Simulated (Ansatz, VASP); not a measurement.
**Ta2N in VASP and in Ansatz**

File INCAR:

```
SYSTEM = Ta2N
PREC     = Accurate       ! precision mode
ENCUT    = 600            ! plane-wave cutoff, eV
EDIFF    = 1E-6           ! SCF threshold, eV
ISMEAR   = 0              ! smearing method
SIGMA    = 0.1            ! smearing width, eV
LREAL    = .False.        ! projectors in reciprocal space
LASPH    = .True.         ! aspherical terms in the spheres
NELM     = 120            ! most SCF steps
ALGO     = Normal         ! electronic algorithm
ISIF     = 2              ! what is computed and relaxed
LWAVE    = .False.        ! write WAVECAR
LCHARG   = .True.         ! write CHGCAR
GGA      = PE             ! functional
LELF     = .True.         ! ELF
LVHAR    = .True.       
NBANDS   = 20             ! bands
GGA_COMPAT= .False.
```

The input KPOINTS:

```
Automatic mesh
0
Gamma
  9 9 5
  0 0 0
```

File POSCAR:

```
Ta2N
1.0
    3.1128600000      0.0000000000      0.0000000000
   -1.5564300000      2.6958200000      0.0000000000
    0.0000000000      0.0000000000      4.8698400000
Ta N
2 1
Direct
    0.6666666667      0.3333333333      0.7452900000
    0.3333333333      0.6666666667      0.2547100000
    0.0000000000      0.0000000000      0.0000000000
```

Input for Ansatz:

```yaml
crystal:
  lattice:
    - [3.11286, 0.0, 0.0]
    - [-1.55643, 2.69582, 0.0]
    - [0.0, 0.0, 4.86984]
  atoms:
    - { symbol: Ta, position: [0.6666666666666666, 0.3333333333333333, 0.74529] }
    - { symbol: Ta, position: [0.3333333333333333, 0.6666666666666666, 0.25471] }
    - { symbol: "N", position: [0.0, 0.0, 0.0] }
kpoints:
  mp_grid:
    grid: [9, 9, 5]
    shift: [0.0, 0.0, 0.0]
hamiltonian:
  xc: pbe
scf:
  occupations:
    method: gaussian
    width: 0.1
output:
  forces: true
checkpoint:
  write: state
```

Alike in both runs: task single point; functional PBE; k mesh 9 × 9 × 5; occupations gaussian, width 0.1 eV; no spin polarisation.

|  | VASP | Ansatz |
| --- | --- | --- |
| version | VASP 6.6.1 | Ansatz 0.2.0 |
| potentials or method | VASP PAW PBE potentials, release 64 (Ta_pv, N) | plane waves, PAW |
| plane-wave cutoff (eV) | 600 | 420 |
| valence electrons in the cell | 27 | 31 |

```csv
,VASP,Ansatz,Ansatz less VASP
rms of the force components (eV/Å),0.024,0.002,-0.0217
```

Atom by atom the forces differ by 0.022 eV/Å (rms over components). VASP's potentials hold 27 valence electrons a cell and Ansatz's 31, so a difference there can come from the potentials and not from the codes.

Neither program's run includes spin-orbit coupling.
